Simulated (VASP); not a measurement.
# ZnO (NiAs type) (P6_3/mmc) in VASP: a series of runs

The runs below take ZnO (NiAs type) through single point, relaxation of cell and atoms, with PBE.

Everything below comes from runs of VASP 6.6.1. Logs are shortened: lines on timing, memory, paths and dates and some standing lists are left out, and cuts for length are marked.

### 1 The cell of the first run

Symmetry: P6_3/mmc, No. 194, hexagonal system. The conventional cell has a = 2.627 Å, b = 2.627 Å, c = 4.787 Å, α = 90.00°, β = 90.00°, γ = 120.00°. Within 2.7 Å of Zn (site symmetry -3m) lie 6 O at 1.93 Å and 8 Zn at 2.39 to 2.63 Å. O (site symmetry -6m2) has 6 Zn at 1.93 Å and 6 O at 2.63 Å within 2.7 Å.

### 2 Single point, PBE

Input file INCAR:

```
  ALGO = Normal
  EDIFF = 1E-7
  ENCUT = 520
  GGA = PE
  ISIF = 2
  ISMEAR = -1
  LASPH = True
  LCHARG = False
  LREAL = False
  LWAVE = False
  NBANDS = 26
  NELM = 100
  PREC = Accurate
  SIGMA = 0.1
```

Input file KPOINTS:

```
k-points
0
Gamma
  12 12 7
```

Input file POSCAR:

```
ZnO
1.0
    2.6266562140      0.0000000000      0.0000000000
   -1.3133281070      2.2747510083      0.0000000000
    0.0000000000      0.0000000000      4.7869683814
Zn O
2 2
Direct
    0.0000000000      0.0000000000      0.0000000000
    0.0000000000      0.0000000000      0.5000000000
    0.3333333333      0.6666666667      0.2500000000
    0.6666666667      0.3333333333      0.7500000000
```

Potentials or basis: VASP PAW PBE potentials, release 64 (Zn, O).

The run is started by

```console
$ cat potpaw_PBE.64/Zn/POTCAR potpaw_PBE.64/O/POTCAR > POTCAR
$ mpirun -np 1 vasp_std > vasp.out
```

OUTCAR:

```text
EDIFF = 1E-7
   ENCUT = 520
   GGA = PE
   ISIF = 2
   ISMEAR = -1
   LASPH = True
   LREAL = False
   NELM = 100
   PREC = Accurate

 ion  position               nearest neighbor table
   1  0.000  0.000  0.000-   3 1.93   4 1.93   3 1.93   4 1.93   4 1.93   3 1.93   2 2.39   2 2.39

   2  0.000  0.000  0.500-   3 1.93   4 1.93   3 1.93   4 1.93   4 1.93   3 1.93   1 2.39   1 2.39

   3  0.333  0.667  0.250-   1 1.93   2 1.93   1 1.93   2 1.93   1 1.93   2 1.93
   4  0.667  0.333  0.750-   1 1.93   2 1.93   1 1.93   2 1.93   1 1.93   2 1.93

  LATTYP: Found a hexagonal cell.
 ALAT       =     2.6266562140
 C/A-ratio  =     1.8224571438

  Lattice vectors:

 A1 = (   2.6266562140,   0.0000000000,   0.0000000000)
 A2 = (  -1.3133281070,   2.2747510083,   0.0000000000)
 A3 = (   0.0000000000,   0.0000000000,   4.7869683814)

Analysis of symmetry for initial positions (statically):
=====================================================================
 Subroutine PRICEL returns:
 Original cell was already a primitive cell.

 Routine SETGRP: Setting up the symmetry group for a
 hexagonal supercell.

 Subroutine GETGRP returns: Found 24 space group operations
 (whereof 12 operations were pure point group operations)
 out of a pool of 24 trial point group operations.

The static configuration has the point symmetry D_3d.
 The point group associated with its full space group is D_6h.

Analysis of symmetry for dynamics (positions and initial velocities):
=====================================================================
 Subroutine PRICEL returns:
 Original cell was already a primitive cell.

 Routine SETGRP: Setting up the symmetry group for a
 hexagonal supercell.

 Subroutine GETGRP returns: Found 24 space group operations
 (whereof 12 operations were pure point group operations)
 out of a pool of 24 trial point group operations.

The dynamic configuration has the point symmetry D_3d.
 The point group associated with its full space group is D_6h.

 Subroutine INISYM returns: Found 24 space group operations
 (whereof 12 operations are pure point group operations),
 and found     1 'primitive' translations

----------------------------------------------------------------------------------------

                                     Primitive cell
[... 91 lines left out ...]
   LSORBIT =      F    spin-orbit coupling
   LASPH  =      T    aspherical Exc in radial PAW
   ENCUT  =  520.0 eV  38.22 Ry    6.18 a.u.   4.88  4.88  8.90*2*pi/ulx,y,z
   NELM   =    100;   NELMIN=  2; NELMDL= -5     # of ELM steps
   EDIFF  = 0.1E-06   stopping-criterion for ELM
   LREAL  =      F    real-space projection
   EDIFFG = 0.1E-05   stopping-criterion for IOM
   NSW    =      0    number of steps for IOM
   IBRION =     -1    ionic relax: 0-MD 1-quasi-New 2-CG
   NFREE  =      0    steps in history (QN), initial steepest desc. (CG)
   ISIF   =      2    stress and relaxation
   ISYM   =      2    0-nonsym 1-usesym 2-fastsym
   POTIM  = 0.5000    time-step for ionic-motion
   TEBEG  =    0.0;   TEEND  =   0.0 temperature during run
   PSTRESS=    0.0 pullay stress
   NELECT =      36.0000    total number of electrons
   NUPDOWN=      -1.0000    fix difference up-down
   EMIN   =  10.00;   EMAX   =-10.00  energy-range for DOS
   EFERMI =   0.00;   METHOD = LEGACY
   ISMEAR =    -1;   SIGMA  =   0.10  broadening in eV -4-tet -1-fermi 0-gaus
   EFERMI_NEDOS =   21; number of points for ismear=-14 and -15
   IALGO  =     38    algorithm
   IMIX   =      4    mixing-type and parameters
     AMIX     =   0.40;   BMIX     =  1.00
     AMIX_MAG =   1.60;   BMIX_MAG =  1.00
  volume/ion in A,a.u.               =       7.15        48.25
  Fermi-wavevector in a.u.,A,eV,Ry     =   1.767569  3.340222 42.508698  3.124301
  Thomas-Fermi vector in A             =   2.834929
   LORBIT       =      0    0 simple, 1 ext, 2 COOP (PROOUT), +10 PAW based schemes
   GGA     = PE    functional components
   LHFCALC =     F    Hartree Fock is set to
   AEXX    =    0.0000 exact exchange contribution
   IVDW    =     0    specifies the selected vdW correction
   LEPSILON=     F    determine dielectric tensor
   LRPA    =     F    only Hartree local field effects (RPA)
 non-spin polarized calculation
  energy-cutoff  :      520.00
  volume of cell :       28.60
 maximum number of plane-waves:       789
 NGX is ok and might be reduce to    20
   NGX =  9   NGY =  9   NGZ = 17

 number of electron      35.9999998 magnetization

 Free energy of the ion-electron system (eV)
  ---------------------------------------------------
  ext. energy  EPLUGINS =         0.00000000
  ---------------------------------------------------
  free energy    TOTEN  =       -13.08951067 eV

  energy without entropy =      -13.08951058  energy(sigma->0) =      -13.08951063

 E-fermi :   8.1098     XC(G=0): -14.1844

 val. band max:        6.6854528335   @ k =   0.0000   0.0000   0.0000
 cond. band min:       9.2177123126   @ k =   0.0000   0.0000   0.0000
 fundamental gap:      2.5322594790
 Fermi energy:         8.1097925656

 k-point     1 :       0.0000    0.0000    0.0000
  band No.  band energies     occupation
      1     -15.5326      2.00000
      2     -13.4637      2.00000
      3      -4.4202      2.00000
      4      -0.9338      2.00000
      5      -0.9338      2.00000
      6      -0.4378      2.00000
[... 685 lines left out ...]
     25      22.7900      0.00000
     26      25.7319      0.00000

 [... further k-points ...]

------------------------ aborting loop because EDIFF is reached ----------------------------------------

  FORCE on cell =-STRESS in cart. coord.  units (eV):
  Direction    XX          YY          ZZ          XY          YZ          ZX
  --------------------------------------------------------------------------------------
  -------------------------------------------------------------------------------------
  Total       24.0431130     24.0431130     24.2787320      0.0000000     -0.0000000      0.0000000
  in kB     1346.8015895   1346.8015895   1360.0000506      0.0000000     -0.0000000      0.0000000
  external PRESSURE =    1351.2010765 kB  Pullay stress =       0.0000000 kB

 VOLUME and BASIS-vectors are now :
 -----------------------------------------------------------------------------
  energy-cutoff  :      520.00
  volume of cell :       28.60
      direct lattice vectors                 reciprocal lattice vectors
     2.626656214  0.000000000  0.000000000     0.380712175  0.219804277  0.000000000
    -1.313328107  2.274751008  0.000000000     0.000000000  0.439608553  0.000000000
     0.000000000  0.000000000  4.786968381     0.000000000  0.000000000  0.208900482

 POSITION                                       TOTAL-FORCE (eV/Angst)
 -----------------------------------------------------------------------------------
      0.00000      0.00000      0.00000         0.000000      0.000000      0.000000
      0.00000      0.00000      2.39348         0.000000      0.000000      0.000000
     -0.00000      1.51650      1.19674        -0.000000      0.000000     -0.000000
      1.31333      0.75825      3.59023         0.000000     -0.000000      0.000000
 -----------------------------------------------------------------------------------
    total drift:                                0.000000     -0.000000      0.000000

  FREE ENERGIE OF THE ION-ELECTRON SYSTEM (eV)
  ---------------------------------------------------
  free  energy   TOTEN  =       -13.0895106721 eV

  energy  without entropy=      -13.0895105779  energy(sigma->0) =      -13.08951063
```

stdout:

```text
POSCAR found type information on POSCAR ZnO
 POSCAR found :  2 types and       4 ions
 scaLAPACK will be used
 LDA part: xc-table for (Slater+PW92), standard interpolation
 POSCAR, INCAR and KPOINTS ok, starting setup
 FFT: planning ... GRIDC
 FFT: planning ... GRID_SOFT
 FFT: planning ... GRID
 WAVECAR not read
 entering main loop
```

It took 74 s on 1 thread of Intel Xeon 8259CL, shared host; peak memory 0.17 GiB.

Results:

```
Free energy            : -13.0895 eV
Pressure               : 135.1 GPa
Band gap on the k mesh : 2.53 eV
```

Caveat: the cell stands under pressure; an odd mesh through Γ misses points on the zone boundary, where band edges can lie.

### 3 Relaxation of cell and atoms, PBE, target pressure 130 GPa, at which the enthalpy is minimised

This run uses another cell than the first one, of 7.05 Å³/atom.

Input file INCAR:

```
ALGO = Normal
EDIFF = 1E-6
EDIFFG = -0.005
ENCUT = 600
GGA = PE
IBRION = 2
ISIF = 3
ISMEAR = -1
LASPH = True
LCHARG = False
LREAL = False
LWAVE = False
NELM = 60
NSW = 60
PREC = Accurate
PSTRESS = 1300.0
SIGMA = 0.1
```

KPOINTS is that of step 2.

Input file POSCAR:

```
ZnO
1.0
    2.7588844769      0.0000000000      0.0000000000
   -1.3794422384      2.3892640431      0.0000000000
    0.0000000000      0.0000000000      4.2762709392
Zn O
2 2
Direct
    0.0000000000      0.0000000000      0.0000000000
    0.0000000000      0.0000000000      0.5000000000
    0.3333333333      0.6666666667      0.2500000000
    0.6666666667      0.3333333333      0.7500000000
```

Potentials or basis: VASP PAW PBE potentials, release 64 (Zn, O).

The run is started by

```console
$ cat potpaw_PBE.64/Zn/POTCAR potpaw_PBE.64/O/POTCAR > POTCAR
$ mpirun -np 1 vasp_std > vasp.out
```

It took 8.8 min on 1 thread of Intel Xeon 8259CL, shared host; peak memory 0.2 GiB.

It converged, with:

| Item | Value |
| --- | --- |
| Free energy | -13.2607 eV |
| Relaxed volume | 7.20 Å³/atom |
| Relaxed cell | a = 2.631 Å, b = 2.631 Å, c = 4.805 Å, α = 90.00°, β = 90.00°, γ = 120.00° |
| Space group after relaxing (to 0.1 Å) | P6_3/mmc (No. 194) |
| Energy change on relaxing (the run minimises the enthalpy) | -277.4 meV/atom |
| Ionic steps | 11 |
| Pressure after relaxing | 130.1 GPa |
| Band gap on the k mesh | 2.47 eV |

Step by step:
```csv
step,energy change (eV),largest force (eV/Å),pressure (GPa),volume (Å³)
1,0.0000,0.0000,154.57,28.19
2,-3.3728,0.0000,64.59,32.66
3,-1.8277,0.0000,109.28,30.06
4,-0.8684,0.0000,135.32,28.52
5,-1.0863,0.0000,130.74,28.77
6,-1.1086,0.0000,130.31,28.80
7,-1.1492,0.0000,129.04,28.85
8,-1.1275,0.0000,129.58,28.82
9,-1.1152,0.0000,129.83,28.81
10,-1.1019,0.0000,130.11,28.79
11,-1.1096,0.0000,130.06,28.80
```

Final structure:
```yaml
crystal:
  lattice:
    - [2.63081, 0.00000, 0.00000]
    - [-1.31540, 2.27835, 0.00000]
    - [0.00000, 0.00000, 4.80497]
  atoms:
    - { symbol: Zn, position: [0.00000, 0.00000, 0.00000] }
    - { symbol: Zn, position: [0.00000, 0.00000, 0.50000] }
    - { symbol: O, position: [0.33333, 0.66667, 0.25000] }
    - { symbol: O, position: [0.66667, 0.33333, 0.75000] }
```

Levels at points of the mesh, in eV from the valence-band top:
| k point | band 14 | band 15 | band 16 | band 17 | band 18 | band 19 | band 20 | band 21 | band 22 |
| --- | --- | --- | --- | --- | --- | --- | --- | --- | --- |
| (0.00, 0.00, 0.00) | -3.61 | -2.31 | -2.31 | 0.00 | 0.00 | 2.47 | 7.10 | 10.65 | 16.89 |
| (0.50, 0.00, 0.00) | -4.57 | -4.14 | -3.46 | -0.77 | -0.06 | 6.68 | 7.90 | 9.76 | 10.31 |

Caveat: the cell is relaxed towards a set pressure, so the run minimises the enthalpy, not the energy; an odd mesh through Γ misses points on the zone boundary, where band edges can lie.
